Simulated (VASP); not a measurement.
A run of VASP 6.6.1:

The input INCAR:

```
SYSTEM = W3C
PREC = Accurate
ENCUT = 520
EDIFF = 1E-7
ISMEAR = 0
SIGMA = 0.1
LREAL = .FALSE.
LASPH = .TRUE.
NELM = 60
ALGO = Normal
ISIF = 2
LWAVE = .FALSE.
LCHARG = .FALSE.
LDIPOL = .TRUE.
IDIPOL = 3
DIPOL = 0.5 0.5 0.354
GGA = PS
NBANDS = 31
```

KPOINTS

```
regular mesh
0
G
  10 10 1
  0 0 0
```

The input POSCAR:

```
W3C
1.0
    2.7317561349      0.0000000000      0.0000000000
   -0.9105853783      2.5755243833      0.0000000000
    0.0000000000      0.0000000000     21.3158546942
W C
3 1
Direct
    0.5000000000      0.5000000000      0.1876537468
    0.0000000000      0.0000000000      0.2888907691
    0.5000000000      0.5000000000      0.3901253228
    0.6666666667      0.6666666667      0.5510384107
```

Potentials or basis: VASP PAW PBE potentials, release 64 (W_sv, C).

The run is started by

```console
$ cat potpaw_PBE.64/W_sv/POTCAR potpaw_PBE.64/C/POTCAR > POTCAR
$ mpirun -np 1 vasp_std > vasp.out
```

Hardware: 1 thread of Intel(R) Xeon(R) Platinum 8259CL CPU @ 2.50GHz (Skylake/Cascade Lake), with other jobs on the host.

Q: Estimate the wall time of this run.

A: It took 4.5 min on 1 thread of Intel(R) Xeon(R) Platinum 8259CL CPU @ 2.50GHz (Skylake/Cascade Lake), with other jobs on the host, peak memory 0.3 GiB. Counts: scf iterations 35, k points 31.
